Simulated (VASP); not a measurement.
# ZnAu (Amm2) in VASP: notebook

The runs below take ZnAu through single point, with PBE.

All numbers are computed with VASP 6.6.1; they aren't measurements. Logs are shortened: lines on timing, memory, paths and dates and some standing lists are left out, and cuts for length are marked.

### 1 The cell of the first run

Symmetry: Amm2, No. 38, orthorhombic system. The conventional cell has a = 3.147 Å, b = 4.451 Å, c = 4.451 Å, α = 90.00°, β = 90.00°, γ = 90.00°. Zn (site symmetry mm2) has 8 Au at 2.54 to 2.91 Å and 6 Zn at 3.15 Å within 3.4 Å. Within 3.4 Å of Au (site symmetry mm2) lie 8 Zn at 2.54 to 2.91 Å and 6 Au at 3.15 Å.

### 2 Single point, PBE (all Au atoms moved +0.225 Å, as atom 2 along Cartesian [1 -1 0])

INCAR

```
ALGO     = Fast           # electronic algorithm
EDIFF    = 1E-7           # SCF threshold, eV
ENCUT    = 520            # plane-wave cutoff, eV
GGA      = PE             # functional
ISIF     = 2              # what is computed and relaxed
ISMEAR   = 0              # smearing method
LASPH    = True           # aspherical terms in the spheres
LCHARG   = False          # write CHGCAR
LREAL    = False          # projectors in reciprocal space
LWAVE    = False          # write WAVECAR
NBANDS   = 18             # bands
NELM     = 80             # most SCF steps
PREC     = Accurate       # precision mode
SIGMA    = 0.15           # smearing width, eV
```

KPOINTS

```
k-points
0
Gamma
  16 16 16
```

POSCAR

```
ZnAu
1.0
    3.1470000000      0.0000000000      0.0000000000
    0.0000000000      3.1470000000      0.0000000000
    0.0000000000      0.0000000000      3.1470000000
Zn Au
1 1
Direct
    0.5000000000      0.5000000000      0.5000000000
    0.0505557756     -0.0505557756      0.0000000000
```

Potentials or basis: VASP PAW PBE potentials, release 64 (Zn, Au).

Run with:

```
$ cat potpaw_PBE.64/Zn/POTCAR potpaw_PBE.64/Au/POTCAR > POTCAR
$ mpirun -np 1 vasp_std > vasp.out
```

OUTCAR:

```text
EDIFF = 1E-7
   ENCUT = 520
   GGA = PE
   ISIF = 2
   ISMEAR = 0
   LASPH = True
   LREAL = False
   NELM = 80
   PREC = Accurate

 ion  position               nearest neighbor table
   1  0.500  0.500  0.500-   2 2.54   2 2.54   2 2.73   2 2.73   2 2.73   2 2.73   2 2.91   2 2.91

   2  0.051  0.949  0.000-   1 2.54   1 2.54   1 2.73   1 2.73   1 2.73   1 2.73   1 2.91   1 2.91

  LATTYP: Found a simple cubic cell.
 ALAT       =     3.1470000000

  Lattice vectors:

 A1 = (   3.1470000000,   0.0000000000,   0.0000000000)
 A2 = (   0.0000000000,   3.1470000000,   0.0000000000)
 A3 = (   0.0000000000,   0.0000000000,   3.1470000000)

Analysis of symmetry for initial positions (statically):
=====================================================================
 Subroutine PRICEL returns:
 Original cell was already a primitive cell.

 Routine SETGRP: Setting up the symmetry group for a
 simple cubic supercell.

 Subroutine GETGRP returns: Found  4 space group operations
 (whereof  4 operations were pure point group operations)
 out of a pool of 48 trial point group operations.

The static configuration has the point symmetry C_2v.

Analysis of symmetry for dynamics (positions and initial velocities):
=====================================================================
 Subroutine PRICEL returns:
 Original cell was already a primitive cell.

 Routine SETGRP: Setting up the symmetry group for a
 simple cubic supercell.

 Subroutine GETGRP returns: Found  4 space group operations
 (whereof  4 operations were pure point group operations)
 out of a pool of 48 trial point group operations.

The dynamic configuration has the point symmetry C_2v.

 Subroutine INISYM returns: Found  4 space group operations
 (whereof  4 operations are pure point group operations),
 and found     1 'primitive' translations

----------------------------------------------------------------------------------------

                                     Primitive cell

  volume of cell :      31.1667

  direct lattice vectors                    reciprocal lattice vectors
     3.147000000  0.000000000  0.000000000     0.317762949  0.000000000  0.000000000
     0.000000000  3.147000000  0.000000000     0.000000000  0.317762949  0.000000000
     0.000000000  0.000000000  3.147000000     0.000000000  0.000000000  0.317762949

  length of vectors
     3.147000000  3.147000000  3.147000000     0.317762949  0.317762949  0.317762949

  position of ions in fractional coordinates (direct lattice)
     0.500000000  0.500000000  0.500000000
     0.050555776  0.949444224  0.000000000

  ion indices of the primitive-cell ions
   primitive index   ion index
                 1           1
                 2           2

----------------------------------------------------------------------------------------

 KPOINTS: k-points

Automatic generation of k-mesh.
 Grid dimensions read from file:
 generate k-points for:   16   16   16

 Generating k-lattice:

  Cartesian coordinates                     Fractional coordinates (reciprocal lattice)
     0.019860184  0.000000000  0.000000000     0.062500000  0.000000000  0.000000000
     0.000000000  0.019860184  0.000000000     0.000000000  0.062500000  0.000000000
     0.000000000  0.000000000  0.019860184     0.000000000  0.000000000  0.062500000

  Length of vectors
     0.019860184  0.019860184  0.019860184

  Shift w.r.t. Gamma in fractional coordinates (k-lattice)
     0.000000000  0.000000000  0.000000000

 Subroutine IBZKPT returns following result:
 ===========================================

 Found    657 irreducible k-points:

 Following reciprocal coordinates:
            Coordinates               Weight
  0.000000  0.000000  0.000000      1.000000
  0.062500  0.000000  0.000000      4.000000
  0.000000  0.000000  0.062500      2.000000
  0.125000  0.000000  0.000000      4.000000
  0.000000  0.000000  0.125000      2.000000
  0.187500  0.000000  0.000000      4.000000
[... 16 lines left out ...]
  0.062500  0.000000  0.125000      8.000000
 -0.062500  0.125000  0.000000      4.000000
 [... further k-points ...]
   k-points           NKPTS =    657   k-points in BZ     NKDIM =    657   number of bands    NBANDS=     18
   number of dos      NEDOS =    301   number of ions     NIONS =      2
   total plane-waves  NPLWV =  13824
   dimension x,y,z NGX =    24 NGY =   24 NGZ =   24
   dimension x,y,z NGXF=    48 NGYF=   48 NGZF=   48
   ions per type =               1   1
   NGX,Y,Z   is equivalent  to a cutoff of  12.68, 12.68, 12.68 a.u.
   NGXF,Y,Z  is equivalent  to a cutoff of  25.36, 25.36, 25.36 a.u.
 SYSTEM =  unknown system
   PREC   = accura    normal or accurate (medium, high low for compatibility)
   ISTART =      0    job   : 0-new  1-cont  2-samecut
   ICHARG =      2    charge: 1-file 2-atom 10-const
   ISPIN  =      1    spin polarized calculation?
   LNONCOLLINEAR =      F non collinear calculations
   LSORBIT =      F    spin-orbit coupling
   LASPH  =      T    aspherical Exc in radial PAW
   ENCUT  =  520.0 eV  38.22 Ry    6.18 a.u.   5.85  5.85  5.85*2*pi/ulx,y,z
   NELM   =     80;   NELMIN=  2; NELMDL= -5     # of ELM steps
   EDIFF  = 0.1E-06   stopping-criterion for ELM
   LREAL  =      F    real-space projection
   EDIFFG = 0.1E-05   stopping-criterion for IOM
   NSW    =      0    number of steps for IOM
   IBRION =     -1    ionic relax: 0-MD 1-quasi-New 2-CG
   NFREE  =      0    steps in history (QN), initial steepest desc. (CG)
   ISIF   =      2    stress and relaxation
   ISYM   =      2    0-nonsym 1-usesym 2-fastsym
   POTIM  = 0.5000    time-step for ionic-motion
   TEBEG  =    0.0;   TEEND  =   0.0 temperature during run
   PSTRESS=    0.0 pullay stress
   NELECT =      23.0000    total number of electrons
   NUPDOWN=      -1.0000    fix difference up-down
   EMIN   =  10.00;   EMAX   =-10.00  energy-range for DOS
   EFERMI =   0.00;   METHOD = LEGACY
   ISMEAR =     0;   SIGMA  =   0.15  broadening in eV -4-tet -1-fermi 0-gaus
   EFERMI_NEDOS =   21; number of points for ismear=-14 and -15
   IALGO  =     68    algorithm
   IMIX   =      4    mixing-type and parameters
     AMIX     =   0.40;   BMIX     =  1.00
     AMIX_MAG =   1.60;   BMIX_MAG =  1.00
  volume/ion in A,a.u.               =      15.58       105.16
  Fermi-wavevector in a.u.,A,eV,Ry     =   1.479406  2.795672 29.778283  2.188642
  Thomas-Fermi vector in A             =   2.593568
   LORBIT       =      0    0 simple, 1 ext, 2 COOP (PROOUT), +10 PAW based schemes
   GGA     = PE    functional components
   LHFCALC =     F    Hartree Fock is set to
   AEXX    =    0.0000 exact exchange contribution
   IVDW    =     0    specifies the selected vdW correction
   LEPSILON=     F    determine dielectric tensor
   LRPA    =     F    only Hartree local field effects (RPA)
 non-spin polarized calculation
 RMM-DIIS sequential band-by-band and
 Gauss-broadening in eV      SIGMA  =   0.15
  energy-cutoff  :      520.00
  volume of cell :       31.17
 maximum number of plane-waves:       862
   NGX = 11   NGY = 11   NGZ = 11

 number of electron      22.9999996 magnetization

 Free energy of the ion-electron system (eV)
  ---------------------------------------------------
  ext. energy  EPLUGINS =         0.00000000
  ---------------------------------------------------
  free energy    TOTEN  =        -4.63164122 eV

  energy without entropy =       -4.62666281  energy(sigma->0) =       -4.62915201

 E-fermi :   7.1037     XC(G=0): -12.3646

 val. band max:        7.0961722154   @ k =  -0.3125   0.4375   0.2500
 cond. band min:       7.1096914861   @ k =   0.4375   0.4375   0.1875
 fundamental gap:      0.0135192707
 Fermi energy:         7.1036765978

 k-point     1 :       0.0000    0.0000    0.0000
  band No.  band energies     occupation
      1      -3.5318      2.00000
      2      -1.0785      2.00000
      3      -1.0305      2.00000
      4      -0.4174      2.00000
      5      -0.3371      2.00000
      6      -0.3186      2.00000
[... 10 lines left out ...]
     17      19.1984      0.00000
     18      25.4723      0.00000

 k-point     2 :       0.0625    0.0000    0.0000
  band No.  band energies     occupation
      1      -3.4627      2.00000
      2      -1.0634      2.00000
      3      -1.0116      2.00000
      4      -0.4157      2.00000
      5      -0.3381      2.00000
      6      -0.3171      2.00000
[... 10 lines left out ...]
     17      19.4255      0.00000
     18      25.4556      0.00000

 k-point     3 :       0.0000    0.0000    0.0625
  band No.  band energies     occupation
      1      -3.4619      2.00000
      2      -1.0566      2.00000
      3      -1.0188      2.00000
      4      -0.4184      2.00000
      5      -0.3332      2.00000
      6      -0.3197      2.00000
[... 10 lines left out ...]
     17      19.5347      0.00000
     18      25.3799      0.00000

 k-point     4 :       0.1250    0.0000    0.0000
  band No.  band energies     occupation
      1      -3.2578      2.00000
      2      -1.0217      2.00000
      3      -0.9560      2.00000
      4      -0.4115      2.00000
      5      -0.3409      2.00000
      6      -0.3117      2.00000
[... 375 lines left out ...]
      4      -0.4164      2.00000
      5      -0.3480      2.00000
      6      -0.3025      2.00000
[... 10 lines left out ...]
     17      20.4219      0.00000
     18      24.6183      0.00000

 k-point    23 :       0.0625    0.0000    0.1250
  band No.  band energies     occupation
      1      -3.1873      2.00000
      2      -0.9809      2.00000
      3      -0.9662      2.00000
      4      -0.4230      2.00000
      5      -0.3412      2.00000
      6      -0.3044      2.00000
[... 10 lines left out ...]
     17      20.5542      0.00000
     18      24.6271      0.00000

 k-point    24 :      -0.0625    0.1250    0.0000
  band No.  band energies     occupation
      1      -3.1893      2.00000
      2      -1.0090      2.00000
      3      -0.9356      2.00000
      4      -0.3836      2.00000
      5      -0.3398      2.00000
      6      -0.3385      2.00000
[... 10 lines left out ...]
     17      20.4077      0.00000
     18      24.8120      0.00000

 [... further k-points ...]

------------------------ aborting loop because EDIFF is reached ----------------------------------------

  FORCE on cell =-STRESS in cart. coord.  units (eV):
  Direction    XX          YY          ZZ          XY          YZ          ZX
  --------------------------------------------------------------------------------------
  -------------------------------------------------------------------------------------
  Total        1.3983043      1.3983043      1.6684231     -0.4994014      0.0000000      0.0000000
  in kB       71.8823113     71.8823113     85.7682488    -25.6726176      0.0000000      0.0000000
  external PRESSURE =      76.5109571 kB  Pullay stress =       0.0000000 kB

 VOLUME and BASIS-vectors are now :
 -----------------------------------------------------------------------------
  energy-cutoff  :      520.00
  volume of cell :       31.17
      direct lattice vectors                 reciprocal lattice vectors
     3.147000000  0.000000000  0.000000000     0.317762949  0.000000000  0.000000000
     0.000000000  3.147000000  0.000000000     0.000000000  0.317762949  0.000000000
     0.000000000  0.000000000  3.147000000     0.000000000  0.000000000  0.317762949

 POSITION                                       TOTAL-FORCE (eV/Angst)
 -----------------------------------------------------------------------------------
      1.57350      1.57350      1.57350         0.696639     -0.696639      0.000000
      0.15910      2.98790      0.00000        -0.696639      0.696639      0.000000
 -----------------------------------------------------------------------------------
    total drift:                               -0.000415      0.000415     -0.000000

  FREE ENERGIE OF THE ION-ELECTRON SYSTEM (eV)
  ---------------------------------------------------
  free  energy   TOTEN  =        -4.6316412165 eV

  energy  without entropy=       -4.6266628098  energy(sigma->0) =       -4.62915201
```

Wall time 6.8 min (1 thread of Oxide Virtual Turin-like, shared host); peak memory 0.43 GiB.

What came out:

```yaml
Free_energy: -4.6316 eV
Pressure: 7.7 GPa
Largest_force: 0.985 eV/Å
Band_gap_on_the_k_mesh: zero (an odd number of electrons rules out a gap without spin polarisation)
```

Forces in eV/Å, atoms in the order of the input:
```
Zn   0.697 -0.697  0.000
Au  -0.697  0.697  0.000
```

Stress tensor (GPa, compression positive):
```
 7.19 -2.57  0.00
-2.57  7.19  0.00
 0.00  0.00  8.58
```

Levels at points of the mesh, in eV from the Fermi level:
| k point | band 9 | band 10 | band 11 | band 12 | band 13 | band 14 | band 15 | band 16 |
| --- | --- | --- | --- | --- | --- | --- | --- | --- |
| (0.00, 0.00, 0.00) | -3.81 | -3.81 | -3.77 | 5.01 | 5.12 | 5.16 | 8.75 | 11.96 |
| (0.50, 0.00, 0.00) | -4.93 | -4.84 | -3.89 | -2.39 | 9.82 | 10.63 | 10.69 | 11.24 |
| (0.00, 0.00, 0.50) | -4.86 | -4.81 | -3.88 | -2.43 | 9.72 | 10.31 | 10.82 | 11.11 |
| (0.50, 0.50, 0.00) | -4.11 | -3.20 | -1.98 | -1.95 | 0.82 | 2.48 | 10.52 | 12.68 |
| (0.00, 0.50, 0.50) | -4.15 | -3.21 | -1.98 | -1.93 | 0.83 | 2.49 | 10.60 | 12.79 |
| (0.50, 0.50, 0.50) | -3.16 | -3.15 | 1.45 | 3.46 | 3.46 | 3.62 | 3.76 | 5.90 |

Caveat: the cell differs from its parent crystal (all Au atoms moved +0.225 Å, as atom 2 along Cartesian [1 -1 0]); the cell stands under pressure; spin-orbit coupling is left out, which moves the levels of the heavy elements.

### 3 Single point, PBE (all Au atoms moved -0.150 Å, as atom 2 along Cartesian [1 -1 0])

INCAR

```
PREC = Accurate ; ENCUT = 520
EDIFF = 1E-7 ; ISMEAR = 0
SIGMA = 0.15 ; LREAL = F
LASPH = T ; NELM = 80
ALGO = Fast ; ISIF = 2
LWAVE = F ; LCHARG = F
GGA = PE ; NBANDS = 18
```

KPOINTS

```
Automatic mesh
0
Gamma
  16 16 16
```

Changes to POSCAR since step 2:

```diff
@@ -9,2 +9,2 @@
     0.5000000000      0.5000000000      0.5000000000
-    0.0505557756     -0.0505557756      0.0000000000
+   -0.0337038504      0.0337038504      0.0000000000
```

Potentials or basis: VASP PAW PBE potentials, release 64 (Zn, Au).

Run with:

```
$ cat potpaw_PBE.64/Zn/POTCAR potpaw_PBE.64/Au/POTCAR > POTCAR
$ mpirun -np 1 vasp_std > vasp.out
```

It took 8.1 min on 1 thread of Oxide Virtual Turin-like, shared host; peak memory 0.43 GiB.

The run converged. Its results:

| Quantity | Value |
| --- | --- |
| Free energy | -4.6910 eV |
| Pressure | 6.1 GPa |
| Largest force | 0.609 eV/Å |
| Band gap on the k mesh | zero (an odd number of electrons rules out a gap without spin polarisation) |

Forces in eV/Å, atoms in the order of the input:
```
Zn  -0.431  0.431  0.000
Au   0.431 -0.431  0.000
```

Stress tensor (GPa, compression positive):
```
 5.96 -1.14  0.00
-1.14  5.96  0.00
 0.00  0.00  6.53
```

Levels at points of the mesh, in eV from the Fermi level:
```
           k point  band 9  band 10  band 11  band 12  band 13  band 14  band 15  band 16
(0.00, 0.00, 0.00)   -3.78    -3.78    -3.76     5.01     5.05     5.07     8.81    12.06
(0.50, 0.00, 0.00)   -4.93    -4.88    -3.90    -2.38    10.13    10.79    10.80    11.25
(0.00, 0.00, 0.50)   -4.89    -4.87    -3.89    -2.40    10.03    10.62    10.98    11.13
(0.50, 0.50, 0.00)   -4.10    -3.18    -1.98    -1.97     0.83     2.49    10.46    12.68
(0.00, 0.50, 0.50)   -4.12    -3.19    -1.98    -1.95     0.84     2.50    10.50    12.73
(0.50, 0.50, 0.50)   -3.14    -3.13     1.43     3.58     3.61     3.64     3.76     5.90
```

Caveat: the cell differs from its parent crystal (all Au atoms moved -0.150 Å, as atom 2 along Cartesian [1 -1 0]); the cell stands under pressure; spin-orbit coupling is left out, which moves the levels of the heavy elements.

(Part 1 of 2 ends here.)

The gap in the log of VASP goes by the Fermi energy; the results here count the filled bands.